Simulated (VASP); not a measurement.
# Ni in VASP: a series of runs

Runs on Ni. Level: LDA. Tasks: single point.

Program: VASP 6.6.1. These are calculated values, not measurements. Logs are shortened: lines on timing, memory, paths and dates and some standing lists are left out, and cuts for length are marked.

**1. The cell of the first run**

The cell holds a slab with vacuum, 5 atoms: a = 2.422 Å, b = 2.422 Å, c = 23.910 Å, α = 90.00°, β = 90.00°, γ = 120.00°.

**2. Single point, LDA, collinear spin, ferromagnetic start**

Input file INCAR:

```
SYSTEM = Ni
PREC = Accurate
ENCUT = 520
EDIFF = 1E-7
ISMEAR = -1
SIGMA = 0.1
LREAL = .False.
LASPH = .True.
NELM = 150
ALGO = Normal
ISIF = 2
LWAVE = .False.
LCHARG = .True.
ISPIN = 2
MAGMOM = 1 1 1 1 1
LORBIT = 11
LMAXMIX = 4
LDIPOL = .True.
IDIPOL = 3
DIPOL = 0.5 0.5 0.500
LELF = .True.
LVHAR = .True.
LVACPOTAV = .True.
NBANDS = 37
```

Input file KPOINTS:

```
Automatic mesh
0
Gamma
  15 15 1
  0 0 0
```

Input file POSCAR:

```
Ni
1.0
    2.4218354203      0.0000000000      0.0000000000
   -1.2109177101      2.0973709977      0.0000000000
    0.0000000000      0.0000000000     23.9097000000
Ni
5
Direct
    0.3333333335      0.1666666665      0.3345926262
    0.6666666665      0.8333333335      0.4172963129
    0.9999999995      0.5000000005      0.4999999996
    0.3333333335      0.1666666665      0.5827036871
    0.6666666665      0.8333333335      0.6654073738
```

Potentials or basis: VASP PAW LDA potentials, release 64 (Ni).

Started as:

```bash
cat potpaw_LDA.64/Ni/POTCAR > POTCAR
mpirun -np 1 vasp_std > vasp.out
```

OUTCAR:

```text
SYSTEM = Ni
   PREC = Accurate
   ENCUT = 520
   EDIFF = 1E-7
   ISMEAR = -1
   LREAL = .False.
   LASPH = .True.
   NELM = 150
   ISIF = 2
   ISPIN = 2
   LORBIT = 11

 ion  position               nearest neighbor table
   1  0.333  0.167  0.335-   2 2.42   2 2.42   2 2.42
   2  0.667  0.833  0.417-   1 2.42   3 2.42   3 2.42   1 2.42   1 2.42   3 2.42
   3  1.000  0.500  0.500-   2 2.42   2 2.42   2 2.42   4 2.42   4 2.42   4 2.42
   4  0.333  0.167  0.583-   5 2.42   5 2.42   5 2.42   3 2.42   3 2.42   3 2.42
   5  0.667  0.833  0.665-   4 2.42   4 2.42   4 2.42

  LATTYP: Found a hexagonal cell.
 ALAT       =     2.4218354203
 C/A-ratio  =     9.8725536011

  Lattice vectors:

 A1 = (   2.4218354203,   0.0000000000,   0.0000000000)
 A2 = (  -1.2109177101,   2.0973709977,   0.0000000000)
 A3 = (   0.0000000000,   0.0000000000,  23.9097000000)

Analysis of symmetry for initial positions (statically):
=====================================================================
 Subroutine PRICEL returns:
 Original cell was already a primitive cell.

 Routine SETGRP: Setting up the symmetry group for a
 hexagonal supercell.

 Subroutine GETGRP returns: Found 12 space group operations
 (whereof  4 operations were pure point group operations)
 out of a pool of 24 trial point group operations.

The static configuration has the point symmetry C_2h.
 The point group associated with its full space group is D_3d.

Analysis of symmetry for dynamics (positions and initial velocities):
=====================================================================
 Subroutine PRICEL returns:
 Original cell was already a primitive cell.

 Routine SETGRP: Setting up the symmetry group for a
 hexagonal supercell.

 Subroutine GETGRP returns: Found 12 space group operations
 (whereof  4 operations were pure point group operations)
 out of a pool of 24 trial point group operations.

The dynamic configuration has the point symmetry C_2h.
 The point group associated with its full space group is D_3d.

Analysis of structural, dynamic, and magnetic symmetry:
=====================================================================
 Subroutine PRICEL returns:
 Original cell was already a primitive cell.

 Routine SETGRP: Setting up the symmetry group for a
 hexagonal supercell.

 Subroutine GETGRP returns: Found 12 space group operations
 (whereof  4 operations were pure point group operations)
 out of a pool of 24 trial point group operations.

The overall configuration has the point symmetry C_2h.
 The point group associated with its full space group is D_3d.

 Subroutine INISYM returns: Found 12 space group operations
 (whereof  4 operations are pure point group operations),
 and found     1 'primitive' translations

----------------------------------------------------------------------------------------

                                     Primitive cell

  volume of cell :     121.4490

  direct lattice vectors                    reciprocal lattice vectors
     2.421835420  0.000000000  0.000000000     0.412909974  0.238393685  0.000000000
    -1.210917710  2.097370998  0.000000000     0.000000000  0.476787369  0.000000000
     0.000000000  0.000000000 23.909700000     0.000000000  0.000000000  0.041824030

  length of vectors
     2.421835420  2.421835420 23.909700000     0.476787369  0.476787369  0.041824030

  position of ions in fractional coordinates (direct lattice)
     0.333333334  0.166666666  0.334592626
     0.666666666  0.833333334  0.417296313
     0.999999999  0.500000001  0.500000000
     0.333333334  0.166666666  0.582703687
     0.666666666  0.833333334  0.665407374

  ion indices of the primitive-cell ions
   primitive index   ion index
                 1           1
                 2           2
                 3           3
                 4           4
                 5           5

----------------------------------------------------------------------------------------

 KPOINTS: Automatic mesh

Automatic generation of k-mesh.
 Grid dimensions read from file:
 generate k-points for:   15   15    1

 Generating k-lattice:

  Cartesian coordinates                     Fractional coordinates (reciprocal lattice)
     0.027527332  0.015892912  0.000000000     0.066666667  0.000000000  0.000000000
     0.000000000  0.031785825  0.000000000     0.000000000  0.066666667  0.000000000
     0.000000000  0.000000000  0.041824030     0.000000000  0.000000000  1.000000000

  Length of vectors
     0.031785825  0.031785825  0.041824030

  Shift w.r.t. Gamma in fractional coordinates (k-lattice)
     0.000000000  0.000000000  0.000000000

 Subroutine IBZKPT returns following result:
 ===========================================

 Found     27 irreducible k-points:

 Following reciprocal coordinates:
            Coordinates               Weight
  0.000000  0.000000  0.000000      1.000000
  0.066667  0.000000  0.000000      6.000000
  0.133333  0.000000  0.000000      6.000000
  0.200000  0.000000  0.000000      6.000000
  0.266667  0.000000  0.000000      6.000000
  0.333333  0.000000  0.000000      6.000000
[... 16 lines left out ...]
  0.333333  0.200000  0.000000     12.000000
  0.400000  0.200000  0.000000      6.000000
 [... further k-points ...]
   k-points           NKPTS =     27   k-points in BZ     NKDIM =     27   number of bands    NBANDS=     37
   number of dos      NEDOS =    301   number of ions     NIONS =      5
   total plane-waves  NPLWV =  58320
   dimension x,y,z NGX =    18 NGY =   18 NGZ =  180
   dimension x,y,z NGXF=    36 NGYF=   36 NGZF=  360
   ions per type =               5
   NGX,Y,Z   is equivalent  to a cutoff of  12.36, 12.36, 12.52 a.u.
   NGXF,Y,Z  is equivalent  to a cutoff of  24.71, 24.71, 25.03 a.u.
 SYSTEM =  Ni
   PREC   = accura    normal or accurate (medium, high low for compatibility)
   ISTART =      0    job   : 0-new  1-cont  2-samecut
   ICHARG =      2    charge: 1-file 2-atom 10-const
   ISPIN  =      2    spin polarized calculation?
   LNONCOLLINEAR =      F non collinear calculations
   LSORBIT =      F    spin-orbit coupling
   LASPH  =      T    aspherical Exc in radial PAW
   ENCUT  =  520.0 eV  38.22 Ry    6.18 a.u.   4.50  4.50 44.46*2*pi/ulx,y,z
   NELM   =    150;   NELMIN=  2; NELMDL= -5     # of ELM steps
   EDIFF  = 0.1E-06   stopping-criterion for ELM
   LREAL  =      F    real-space projection
   EDIFFG = 0.1E-05   stopping-criterion for IOM
   NSW    =      0    number of steps for IOM
   IBRION =     -1    ionic relax: 0-MD 1-quasi-New 2-CG
   NFREE  =      0    steps in history (QN), initial steepest desc. (CG)
   ISIF   =      2    stress and relaxation
   ISYM   =      2    0-nonsym 1-usesym 2-fastsym
   POTIM  = 0.5000    time-step for ionic-motion
   TEBEG  =    0.0;   TEEND  =   0.0 temperature during run
   PSTRESS=    0.0 pullay stress
   NELECT =      50.0000    total number of electrons
   NUPDOWN=      -1.0000    fix difference up-down
   EMIN   =  10.00;   EMAX   =-10.00  energy-range for DOS
   EFERMI =   0.00;   METHOD = LEGACY
   ISMEAR =    -1;   SIGMA  =   0.10  broadening in eV -4-tet -1-fermi 0-gaus
   EFERMI_NEDOS =   21; number of points for ismear=-14 and -15
   IALGO  =     38    algorithm
   IMIX   =      4    mixing-type and parameters
     AMIX     =   0.40;   BMIX     =  1.00
     AMIX_MAG =   1.60;   BMIX_MAG =  1.00
  volume/ion in A,a.u.               =      24.29       163.92
  Fermi-wavevector in a.u.,A,eV,Ry     =   1.217868  2.301437 20.180189  1.483202
  Thomas-Fermi vector in A             =   2.353174
   LORBIT       =     11    0 simple, 1 ext, 2 COOP (PROOUT), +10 PAW based schemes
   GGA     = CA    functional components
   LHFCALC =     F    Hartree Fock is set to
   AEXX    =    0.0000 exact exchange contribution
   IVDW    =     0    specifies the selected vdW correction
   LEPSILON=     F    determine dielectric tensor
   LRPA    =     F    only Hartree local field effects (RPA)
 spin polarized calculation
  energy-cutoff  :      520.00
  volume of cell :      121.45
 maximum number of plane-waves:      3323
 NGX is ok and might be reduce to    18
   NGX =  9   NGY =  9   NGZ = 89

 dipolmoment           0.000000      0.000000     -0.000000 electrons x Angstroem

 number of electron      49.9999955 magnetization       2.9844326

 dipolmoment           0.000000      0.000000      0.000000 electrons x Angstroem

 Free energy of the ion-electron system (eV)
  ---------------------------------------------------
  ext. energy  EPLUGINS =         0.00000000
  ---------------------------------------------------
  free energy    TOTEN  =       -31.44863528 eV

  energy without entropy =      -31.15963066  energy(sigma->0) =      -31.30413297

 E-fermi :   1.0428     XC(G=0):  -6.6665

 val. band max:        1.0413431590   @ k =   0.2667   0.1333   0.0000
 cond. band min:       1.0435151544   @ k =   0.2667   0.0000   0.0000
 fundamental gap:      0.0021719953
 Fermi energy:         1.0427828092

 spin component 1

 k-point     1 :       0.0000    0.0000    0.0000
  band No.  band energies     occupation
      1      -8.1552      1.00000
      2      -7.1484      1.00000
      3      -5.7498      1.00000
      4      -4.5322      1.00000
      5      -4.1801      1.00000
      6      -1.7076      1.00000
[... 29 lines left out ...]
     36       8.9406      0.00000
     37      10.8756      0.00000

 k-point     2 :       0.0667    0.0000    0.0000
  band No.  band energies     occupation
      1      -7.9931      1.00000
      2      -6.9927      1.00000
      3      -5.6032      1.00000
      4      -4.3968      1.00000
      5      -4.0636      1.00000
      6      -1.7959      1.00000
[... 29 lines left out ...]
     36       9.0449      0.00000
     37      11.0198      0.00000
[... 838 lines left out ...]
     36      11.9950      0.00000
     37      12.1879      0.00000

 k-point    24 :       0.4000    0.2000    0.0000
  band No.  band energies     occupation
      1      -3.4023      1.00000
      2      -3.3678      1.00000
      3      -3.0453      1.00000
      4      -3.0153      1.00000
      5      -2.8697      1.00000
      6      -2.6113      1.00000
[... 29 lines left out ...]
     36      12.1594      0.00000
     37      12.2323      0.00000

 [... further k-points ...]

 spin component 2

 k-point     1 :       0.0000    0.0000    0.0000
  band No.  band energies     occupation
      1      -8.1072      1.00000
      2      -7.0953      1.00000
      3      -5.6730      1.00000
      4      -4.3439      1.00000
      5      -3.8492      1.00000
      6      -1.1741      1.00000
[... 29 lines left out ...]
     36       9.1084      0.00000
     37      10.9546      0.00000

 k-point     2 :       0.0667    0.0000    0.0000
  band No.  band energies     occupation
      1      -7.9449      1.00000
      2      -6.9391      1.00000
      3      -5.5253      1.00000
      4      -4.2054      1.00000
      5      -3.7273      1.00000
      6      -1.2596      1.00000
[... 29 lines left out ...]
     36       9.2068      0.00000
     37      11.0956      0.00000
[... 838 lines left out ...]
     36      12.1777      0.00000
     37      12.3568      0.00000

 k-point    24 :       0.4000    0.2000    0.0000
  band No.  band energies     occupation
      1      -3.0284      1.00000
      2      -2.9602      1.00000
      3      -2.6832      1.00000
      4      -2.5303      1.00000
      5      -2.4279      1.00000
      6      -2.2257      1.00000
[... 29 lines left out ...]
     36      12.3140      0.00000
     37      12.4004      0.00000

 [... further k-points ...]
[... 5 lines left out ...]
  --------------------------------------------------------------------------------------
  -------------------------------------------------------------------------------------
  Total       -2.1168014     -2.1168014     -0.7291246     -0.0000000      0.0000000      0.0000000
  in kB      -27.9252255    -27.9252255     -9.6187430     -0.0000000      0.0000000      0.0000000
  external PRESSURE =     -21.8230647 kB  Pullay stress =       0.0000000 kB

 VOLUME and BASIS-vectors are now :
 -----------------------------------------------------------------------------
  energy-cutoff  :      520.00
  volume of cell :      121.45
      direct lattice vectors                 reciprocal lattice vectors
     2.421835420  0.000000000  0.000000000     0.412909974  0.238393685  0.000000000
    -1.210917710  2.097370998  0.000000000     0.000000000  0.476787369  0.000000000
     0.000000000  0.000000000 23.909700000     0.000000000  0.000000000  0.041824030

 POSITION                                       TOTAL-FORCE (eV/Angst)
 -----------------------------------------------------------------------------------
      0.60546      0.34956      8.00001        -0.000000      0.000000      0.163905
      0.60546      1.74781      9.97743         0.000000     -0.000000     -0.144115
      1.81638      1.04869     11.95485        -0.000000      0.000000      0.000000
      0.60546      0.34956     13.93227        -0.000000      0.000000      0.144115
      0.60546      1.74781     15.90969         0.000000     -0.000000     -0.163905
 -----------------------------------------------------------------------------------
    total drift:                               -0.000000     -0.000000      0.000006

  FREE ENERGIE OF THE ION-ELECTRON SYSTEM (eV)
  ---------------------------------------------------
  free  energy   TOTEN  =       -31.4486352830 eV

  energy  without entropy=      -31.1596306620  energy(sigma->0) =      -31.30413297

 vacuum level on the upper side and lower side of the slab         6.554         6.554

 total charge

# of ion       s       p       d       tot
------------------------------------------
    1        0.521   0.436   8.342   9.299
    2        0.530   0.567   8.368   9.465
    3        0.536   0.570   8.367   9.473
    4        0.530   0.567   8.368   9.465
    5        0.521   0.436   8.342   9.299
--------------------------------------------------
tot          2.638   2.576  41.787  47.000

 magnetization (x)

# of ion       s       p       d       tot
------------------------------------------
    1       -0.003  -0.016   0.621   0.602
    2       -0.005  -0.018   0.633   0.609
    3       -0.004  -0.019   0.595   0.572
    4       -0.005  -0.018   0.633   0.609
    5       -0.003  -0.016   0.621   0.602
--------------------------------------------------
tot         -0.021  -0.088   3.103   2.993
```

It took 7.4 min on 1 thread of Intel Xeon Platinum 8124M at 3.00GHz (Skylake/Cascade Lake), shared host; peak memory 0.31 GiB.

What came out:

```
Free energy                                           : -31.4486 eV
Largest force                                         : 0.164 eV/Å
Net moment                                            : 2.98 μB per cell
Site moments                                          : Ni +0.60, +0.61, +0.57 (each value once) μB
Valence electrons inside the program's atomic spheres : Ni 9.30, 9.46, 9.47 (each value once)
```

Forces on the atoms (eV/Å):
```
Ni   0.000  0.000  0.164
Ni   0.000  0.000 -0.144
Ni   0.000  0.000  0.000
Ni   0.000  0.000  0.144
Ni   0.000  0.000 -0.164
```

**3. Single point, LDA, collinear spin, ferromagnetic start**

Input file INCAR:

```
PREC     = Accurate       # precision mode
ENCUT    = 520            # plane-wave cutoff, eV
EDIFF    = 1E-6           # SCF threshold, eV
ISMEAR   = -1             # smearing method
SIGMA    = 0.1            # smearing width, eV
LREAL    = False          # projectors in reciprocal space
LASPH    = True           # aspherical terms in the spheres
NELM     = 150            # most SCF steps
ALGO     = Normal         # electronic algorithm
ISIF     = 2              # what is computed and relaxed
LWAVE    = False          # write WAVECAR
LCHARG   = False          # write CHGCAR
ISPIN    = 2              # spin polarisation
MAGMOM   = 1 1 1 1 1      # initial moments
LORBIT   = 11             # projections on sites
LMAXMIX  = 4              # l up to which the mixer works
LDIPOL   = True         
IDIPOL   = 3            
DIPOL    = 0.5 0.5 0.500
NBANDS   = 37             # bands
```

Input file KPOINTS:

```
regular mesh
0
Gamma
  15 15 1
```

Input file POSCAR:

```
Ni
1.0
    2.4218354248      0.0000000000      0.0000000000
   -1.2109177124      2.0973710016      0.0000000000
    0.0000000000      0.0000000000     23.9097000000
Ni
5
Direct
    0.3333333333      0.1666666667      0.3356576588
    0.6666666667      0.8333333333      0.4173027864
    1.0000000000      0.5000000000      0.4999999839
    0.3333333333      0.1666666667      0.5826972066
    0.6666666667      0.8333333333      0.6643423639
```

Potentials or basis: VASP PAW LDA potentials, release 64 (Ni).

Started as:

```bash
cat potpaw_LDA.64/Ni/POTCAR > POTCAR
mpirun -np 1 vasp_std > vasp.out
```

Run time: 16 min. Hardware: 1 thread of Intel Xeon 8259CL, shared host; peak memory 0.31 GiB.

Results (log left out):

| Property | Result |
| --- | --- |
| Free energy | -31.4528 eV |
| Largest force | 0.009 eV/Å |
| Net moment | 2.99 μB per cell |
| Site moments | Ni +0.60, +0.61, +0.57 (each value once) μB |
| Valence electrons inside the program's atomic spheres | Ni 9.31, 9.48, 9.47 (each value once) |

Forces in eV/Å, atoms in the order of the input:
```
Ni   0.000  0.000 -0.002
Ni   0.000  0.000  0.009
Ni   0.000  0.000  0.000
Ni   0.000  0.000 -0.009
Ni   0.000  0.000  0.002
```

Levels at points of the mesh, in eV from the Fermi level:
Spin up:
```tsv
k point	band 23	band 24	band 25	band 26	band 27	band 28	band 29	band 30	band 31	band 32
(0.00, 0.00, 0.00)	-1.23	-0.96	-0.96	-0.62	-0.62	-0.48	-0.48	-0.47	0.16	5.13
```
Spin down:
```csv
k point,band 18,band 19,band 20,band 21,band 22,band 23,band 24,band 25,band 26,band 27
"(0.00, 0.00, 0.00)",-1.57,-1.57,-0.72,-0.72,-0.63,-0.63,-0.37,-0.37,-0.34,0.00
```
